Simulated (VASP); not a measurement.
Wanted: the native input for a VASP 6.6.1 run.

```yaml
Task: single point
Functional: PBEsol
Potentials_or_basis: VASP PAW PBE potentials, release 64 (As, Al, Bi_d)
Cutoff: 520 eV
k_mesh: 6 × 6 × 6
Occupations: fermi-dirac, width 0.02 eV
Spin: no spin polarisation
Dipole_correction: no
Further_INCAR_settings: ALGO = Normal; EDIFF = 1e-06; NBANDS = 31
```

The structure of Al3Bi2As lies in POSCAR:

```
Al3Bi2As
1.0
   -2.1676147771      6.5005296143      3.0611084737
    2.1676147771     -6.5005296143      3.0611084737
    2.1676147771      6.5005296143     -3.0611084737
As Al Bi
1 3 2
Direct
    0.0033937697      0.0033937697      0.0000000000
    0.2194291772      0.7194291772      0.5000000000
    0.6119950377      0.7656391011      0.8463559366
    0.9192831646      0.7656391011      0.1536440634
    0.3328461746     -0.0020505746      0.3348967492
    0.6630526762     -0.0020505746      0.6651032508
```

These files were run (other wordings do the same):

INCAR

```
PREC = Accurate ; ENCUT = 520
EDIFF = 1E-6 ; ISMEAR = -1
SIGMA = 0.02 ; LREAL = F
LASPH = T ; NELM = 100
ALGO = Normal ; ISIF = 2
LWAVE = F ; LCHARG = T
GGA = PS ; LELF = T
LVHAR = T ; NBANDS = 31
```

KPOINTS

```
Automatic mesh
0
Gamma
  6 6 6
```

Potentials or basis: VASP PAW PBE potentials, release 64 (As, Al, Bi_d).

Launch:

```console
$ cat potpaw_PBE.64/As/POTCAR potpaw_PBE.64/Al/POTCAR potpaw_PBE.64/Bi_d/POTCAR > POTCAR
$ mpirun -np 1 vasp_std > vasp.out
```

It gave:

```yaml
Pressure: -0.3 GPa
Largest_force: 0.042 eV/Å
```

Caveat: the PAW data sets were made with another functional, which shifts forces and pressure a little.

Wall time 11 min on 1 thread of AMD EPYC 7R43 64-Core Processor (Zen 3), on a shared host, peak memory 0.51 GiB.
